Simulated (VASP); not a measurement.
# Si8GeO16 (a cell with a defect) in VASP: notebook

Runs on Si8GeO16 (a cell with a defect). Level: PBE. Tasks: single point.

Everything below comes from runs of VASP 6.6.1. Logs are shortened: lines on timing, memory, paths and dates and some standing lists are left out, and cuts for length are marked.

## (1) The cell of the first run

The cell holds a defect, 25 atoms: a = 5.930 Å, b = 5.930 Å, c = 5.341 Å, α = 90.00°, β = 90.00°, γ = 90.00°.

## (2) Single point, PBE

File INCAR:

```
SYSTEM = Si8GeO16
PREC = Accurate
ENCUT = 520
EDIFF = 1E-6
ISMEAR = -1
SIGMA = 0.02
LREAL = Auto
LASPH = .True.
NELM = 60
ALGO = Normal
ISIF = 2
LWAVE = .False.
LCHARG = .False.
GGA = PE
NBANDS = 89
```

File KPOINTS:

```
Automatic mesh
0
Gamma
  2 2 2
  0 0 0
```

File POSCAR:

```
Si8GeO16
1.0
   -4.1929000000     -4.1929000000      0.0000000000
    4.1929000000     -4.1929000000      0.0000000000
    0.0000000000      0.0000000000      5.3408000000
Si O Ge
8 16 1
Direct
    0.5136112099      0.4816048795     -0.0022180897
    0.0038530639      0.5264848777      0.2428694573
    0.5421383021      0.5108244709      0.4715401345
    0.0061947512      0.5193934541      0.7502314616
   -0.0158449480      0.0041599099      0.0071295307
    0.4965366074     -0.0089175757      0.2458148867
   -0.0330997889     -0.0115366694      0.5090177591
    0.5047278820     -0.0303048239      0.7683958975
    0.2060120204      0.5067020044      0.0131639291
    0.0024027895      0.2011168396      0.2651806773
    0.8175161803      0.5028522079     -0.0018890336
   -0.0323148769      0.8229762624      0.2438369193
    0.1752027283      0.6168039317      0.4639524118
   -0.0602725092      0.1678910364      0.7629238390
    0.8157235936      0.4991799084      0.4999056496
   -0.0127303595      0.8046972472      0.7632206050
    0.6866509912     -0.0346952108      0.0110195360
    0.5149849252      0.6872229070      0.2358920403
    0.2937170679     -0.0150643158      0.0057053615
    0.5429959720      0.2852614235      0.2268495439
    0.6766279968     -0.0212066109      0.5022474798
    0.5084186824      0.6760021073      0.7506061001
    0.3002364464     -0.0086026241      0.5071827287
    0.5320261047      0.2615549510      0.7982795924
    0.2693132674      0.3126298118      0.5832254820
```

Potentials or basis: VASP PAW PBE potentials, release 64 (Si, O, Ge_d).

On the command line:

```sh
> cat potpaw_PBE.64/Si/POTCAR potpaw_PBE.64/O/POTCAR potpaw_PBE.64/Ge_d/POTCAR > POTCAR
> mpirun -np 1 vasp_std > vasp.out
```

OUTCAR:

```text
SYSTEM = Si8GeO16
   PREC = Accurate
   ENCUT = 520
   EDIFF = 1E-6
   ISMEAR = -1
   LREAL = Auto
   LASPH = .True.
   NELM = 60
   ISIF = 2
   GGA = PE

 ion  position               nearest neighbor table
   1  0.514  0.482  0.998-  24 1.69  20 1.70  22 1.75  18 1.76  11 1.81   9 1.83   3 2.54   3 2.82
                            25 2.83   8 3.14
   2  0.004  0.526  0.243-  13 1.65  11 1.72   9 1.72  12 1.77  15 1.78  10 1.93   4 2.63   4 2.71
                            25 2.72   3 3.00   7 3.09   5 3.10
   3  0.542  0.511  0.472-  15 1.63  18 1.64  22 1.79  20 1.87  25 2.09  13 2.27  24 2.29   1 2.54
                             1 2.82   2 3.00   6 3.10   4 3.13
   4  0.006  0.519  0.750-  16 1.70  11 1.74  15 1.75   9 1.84  13 1.92  14 2.12  25 2.18   2 2.63
                             2 2.71   7 3.07   3 3.13
   5  0.984  0.004  0.007-  14 1.65  12 1.66  16 1.76  17 1.78  10 1.81  19 1.84   7 2.66   7 2.68
                             2 3.10   8 3.12
   6  0.497  0.991  0.246-  17 1.69  21 1.74  19 1.76  20 1.77  18 1.81  23 1.82   8 2.55   8 2.79
                            25 2.95   3 3.10   7 3.12
   7  0.967  0.988  0.509-  21 1.72  12 1.72  14 1.73  16 1.75  10 1.82  23 1.98  13 2.54  25 2.66
                             5 2.66   5 2.68   8 3.07   4 3.07   2 3.09   6 3.12
   8  0.505  0.970  0.768-  17 1.69  22 1.74  24 1.75  21 1.75  19 1.78  23 1.85   6 2.55  25 2.66
                             6 2.79   7 3.07   5 3.12   1 3.14
   9  0.206  0.507  0.013-   2 1.72   1 1.83   4 1.84
  10  0.002  0.201  0.265-   5 1.81   7 1.82   2 1.93  25 2.41
  11  0.818  0.503  0.998-   2 1.72   4 1.74   1 1.81
  12  0.968  0.823  0.244-   5 1.66   7 1.72   2 1.77
  13  0.175  0.617  0.464-   2 1.65   4 1.92  25 1.99   3 2.27   7 2.54
  14  0.940  0.168  0.763-   5 1.65   7 1.73   4 2.12  25 2.34
  15  0.816  0.499  0.500-   3 1.63   4 1.75   2 1.78
  16  0.987  0.805  0.763-   4 1.70   7 1.75   5 1.76
  17  0.687  0.965  0.011-   8 1.69   6 1.69   5 1.78
  18  0.515  0.687  0.236-   3 1.64   1 1.76   6 1.81
  19  0.294  0.985  0.006-   6 1.76   8 1.78   5 1.84
  20  0.543  0.285  0.227-   1 1.70   6 1.77   3 1.87
  21  0.677  0.979  0.502-   7 1.72   6 1.74   8 1.75
  22  0.508  0.676  0.751-   8 1.74   1 1.75   3 1.79
  23  0.300  0.991  0.507-   6 1.82   8 1.85  25 1.96   7 1.98
  24  0.532  0.262  0.798-   1 1.69   8 1.75  25 1.96   3 2.29
  25  0.269  0.313  0.583-  23 1.96  24 1.96  13 1.99   3 2.09   4 2.18  14 2.34  10 2.41   8 2.66
                             7 2.66   2 2.72   1 2.83   6 2.95

  LATTYP: Found a simple tetragonal cell.
 ALAT       =     5.9296560457
 C/A-ratio  =     0.9006930518

  Lattice vectors:

 A1 = (  -4.1929000000,  -4.1929000000,   0.0000000000)
 A2 = (   4.1929000000,  -4.1929000000,   0.0000000000)
 A3 = (   0.0000000000,   0.0000000000,   5.3408000000)

Analysis of symmetry for initial positions (statically):
[... 161 lines left out ...]
   ISYM   =      2    0-nonsym 1-usesym 2-fastsym
   POTIM  = 0.5000    time-step for ionic-motion
   TEBEG  =    0.0;   TEEND  =   0.0 temperature during run
   PSTRESS=    0.0 pullay stress
   NELECT =     142.0000    total number of electrons
   NUPDOWN=      -1.0000    fix difference up-down
   EMIN   =  10.00;   EMAX   =-10.00  energy-range for DOS
   EFERMI =   0.00;   METHOD = LEGACY
   ISMEAR =    -1;   SIGMA  =   0.02  broadening in eV -4-tet -1-fermi 0-gaus
   EFERMI_NEDOS =   21; number of points for ismear=-14 and -15
   IALGO  =     38    algorithm
   IMIX   =      4    mixing-type and parameters
     AMIX     =   0.40;   BMIX     =  1.00
     AMIX_MAG =   1.60;   BMIX_MAG =  1.00
  volume/ion in A,a.u.               =       7.51        50.69
  Fermi-wavevector in a.u.,A,eV,Ry     =   1.491475  2.818478 30.266109  2.224496
  Thomas-Fermi vector in A             =   2.604125
   LORBIT       =      0    0 simple, 1 ext, 2 COOP (PROOUT), +10 PAW based schemes
   GGA     = PE    functional components
[... 5 lines left out ...]
 non-spin polarized calculation
  energy-cutoff  :      520.00
  volume of cell :      187.79
 maximum number of plane-waves:      5080
 NGX is ok and might be reduce to    48
   NGX = 23   NGY = 23   NGZ = 19

 number of electron     141.9999968 magnetization

 Free energy of the ion-electron system (eV)
  ---------------------------------------------------
  ext. energy  EPLUGINS =         0.00000000
  ---------------------------------------------------
  free energy    TOTEN  =      -172.99711868 eV

  energy without entropy =     -172.99711868  energy(sigma->0) =     -172.99711868

 E-fermi :  12.8601     XC(G=0): -12.6769

 val. band max:       12.3587524439   @ k =   0.5000   0.0000   0.5000
 cond. band min:      14.0114033069   @ k =   0.5000   0.0000   0.0000
 fundamental gap:      1.6526508630
 Fermi energy:        12.8601462287

 k-point     1 :       0.0000    0.0000    0.0000
  band No.  band energies     occupation
      1     -13.8918      2.00000
      2     -13.2660      2.00000
      3     -13.1264      2.00000
      4     -12.8711      2.00000
      5     -12.8486      2.00000
      6     -12.8055      2.00000
[... 677 lines left out ...]
     82      18.6732      0.00000
     83      18.9183      0.00000
 [bands above 83 left out]

------------------------ aborting loop because EDIFF is reached ----------------------------------------

  FORCE on cell =-STRESS in cart. coord.  units (eV):
  Direction    XX          YY          ZZ          XY          YZ          ZX
  --------------------------------------------------------------------------------------
  -------------------------------------------------------------------------------------
  Total       59.3848094     52.6981281     58.7216407      2.0241153      8.8382326     -7.4007614
  in kB      506.6646787    449.6146471    501.0065959     17.2695300     75.4068306    -63.1424843
  external PRESSURE =     485.7619739 kB  Pullay stress =       0.0000000 kB

 VOLUME and BASIS-vectors are now :
 -----------------------------------------------------------------------------
  energy-cutoff  :      520.00
  volume of cell :      187.79
      direct lattice vectors                 reciprocal lattice vectors
    -4.192900000 -4.192900000  0.000000000    -0.119249207 -0.119249207  0.000000000
     4.192900000 -4.192900000  0.000000000     0.119249207 -0.119249207  0.000000000
     0.000000000  0.000000000  5.340800000     0.000000000  0.000000000  0.187237867

 POSITION                                       TOTAL-FORCE (eV/Angst)
 -----------------------------------------------------------------------------------
     -0.13420     -4.17284      5.32895        -0.022880     -0.009742     -0.016672
      2.19134     -2.22365      1.29712         0.029138      0.081596     -0.034795
     -0.13130     -4.41497      2.51840        -0.012650      0.000908      0.107988
      2.15179     -2.20374      4.00684        -0.059033      0.008224     -0.018242
     -4.10902     -4.14391      0.03808        -0.049602      0.020978      0.005320
      2.07358     -6.23744      1.31285        -0.031244     -0.031951     -0.017807
[... 17 lines left out ...]
     -1.13406     -3.32741      4.26345         0.027684     -0.026853      0.022603
      0.18162     -2.44003      3.11489         0.119980     -0.026780     -0.007771
 -----------------------------------------------------------------------------------
    total drift:                               -0.013417     -0.007456      0.003236

  FREE ENERGIE OF THE ION-ELECTRON SYSTEM (eV)
  ---------------------------------------------------
  free  energy   TOTEN  =      -172.9971186777 eV

  energy  without entropy=     -172.9971186777  energy(sigma->0) =     -172.99711868
```

OSZICAR:

```text
N       E                     dE             d eps       ncg     rms          rms(c)
DAV:   1     0.126591743528E+04    0.12659E+04   -0.74699E+04  1914   0.239E+03
DAV:   2     0.532392355386E+01   -0.12606E+04   -0.11678E+04  1898   0.719E+02
DAV:   3    -0.182374185565E+03   -0.18770E+03   -0.18486E+03  1648   0.175E+02
DAV:   4    -0.193298113940E+03   -0.10924E+02   -0.10873E+02  1736   0.466E+01
DAV:   5    -0.193590897550E+03   -0.29278E+00   -0.29237E+00  1728   0.727E+00    0.373E+01
DAV:   6    -0.172859788874E+03    0.20731E+02   -0.72468E+01  1840   0.533E+01    0.170E+01
DAV:   7    -0.173010176501E+03   -0.15039E+00   -0.71408E+00  1688   0.102E+01    0.663E+00
DAV:   8    -0.172985058627E+03    0.25118E-01   -0.50533E-01  2256   0.606E+00    0.245E+00
DAV:   9    -0.172993508850E+03   -0.84502E-02   -0.11974E-01  1912   0.201E+00    0.623E-01
DAV:  10    -0.172996572257E+03   -0.30634E-02   -0.20245E-02  1912   0.826E-01    0.478E-01
DAV:  11    -0.172996960278E+03   -0.38802E-03   -0.33512E-03  1944   0.341E-01    0.197E-01
DAV:  12    -0.172997104225E+03   -0.14395E-03   -0.60205E-04  1632   0.117E-01    0.474E-02
DAV:  13    -0.172997118485E+03   -0.14260E-04   -0.96320E-05  2168   0.988E-02    0.140E-02
DAV:  14    -0.172997117817E+03    0.66770E-06   -0.16979E-05  1712   0.207E-02    0.594E-03
DAV:  15    -0.172997118678E+03   -0.86069E-06   -0.24459E-06  1128   0.797E-03
   1 F= -.17299712E+03 E0= -.17299712E+03  d E =-.174816E-11
```

Run time: 7.4 min. Hardware: 1 thread of Intel Xeon 8259CL, shared host; peak memory 0.33 GiB.

Results:

```
Free energy            : -172.9971 eV
Pressure               : 48.6 GPa
Largest force          : 0.123 eV/Å
Band gap on the k mesh : 1.65 eV
```

Forces in eV/Å, atoms in the order of the input:
```
Si  -0.023 -0.010 -0.017
Si   0.029  0.082 -0.035
Si  -0.013  0.001  0.108
Si  -0.059  0.008 -0.018
Si  -0.050  0.021  0.005
Si  -0.031 -0.032 -0.018
Si  -0.022  0.041  0.005
Si  -0.025 -0.030  0.011
O   -0.033 -0.020 -0.016
O    0.081 -0.087  0.012
O    0.073  0.045 -0.001
O   -0.011  0.066  0.045
O   -0.044 -0.027  0.047
O    0.063 -0.046 -0.040
O    0.007 -0.002 -0.049
O    0.015 -0.036 -0.008
O   -0.064  0.006 -0.017
O    0.005  0.038 -0.044
O    0.017  0.012  0.016
O   -0.003  0.003  0.014
O   -0.056 -0.041  0.016
O    0.013  0.020 -0.002
O   -0.017  0.040 -0.029
O    0.028 -0.027  0.023
Ge   0.120 -0.027 -0.008
```

Stress tensor (GPa, compression positive):
```
50.67  1.73 -6.31
 1.73 44.96  7.54
-6.31  7.54 50.10
```

Levels at points of the mesh, in eV from the valence-band top:
| k point | band 69 | band 70 | band 71 | band 72 | band 73 | band 74 |
| --- | --- | --- | --- | --- | --- | --- |
| (0.00, 0.00, 0.00) | -3.52 | -1.70 | -0.75 | 1.74 | 2.39 | 3.14 |
| (0.50, 0.00, 0.00) | -4.09 | -1.47 | -0.57 | 1.65 | 2.90 | 3.51 |
| (0.00, 0.50, 0.00) | -3.97 | -1.19 | -0.73 | 1.72 | 2.92 | 3.11 |
| (0.50, 0.50, 0.00) | -3.73 | -1.30 | -0.48 | 1.99 | 3.31 | 3.84 |
| (0.00, 0.00, 0.50) | -3.86 | -1.41 | -0.08 | 1.90 | 3.41 | 3.84 |
| (0.50, 0.00, 0.50) | -3.80 | -1.35 | 0.00 | 1.95 | 3.83 | 4.09 |
| (0.00, 0.50, 0.50) | -3.81 | -1.13 | -0.14 | 2.13 | 3.42 | 3.96 |
| (0.50, 0.50, 0.50) | -4.15 | -0.93 | -0.10 | 2.14 | 3.78 | 4.47 |

Caveat: the k points lie up to 0.59 Å⁻¹ apart.

[end of part 1 of 2]
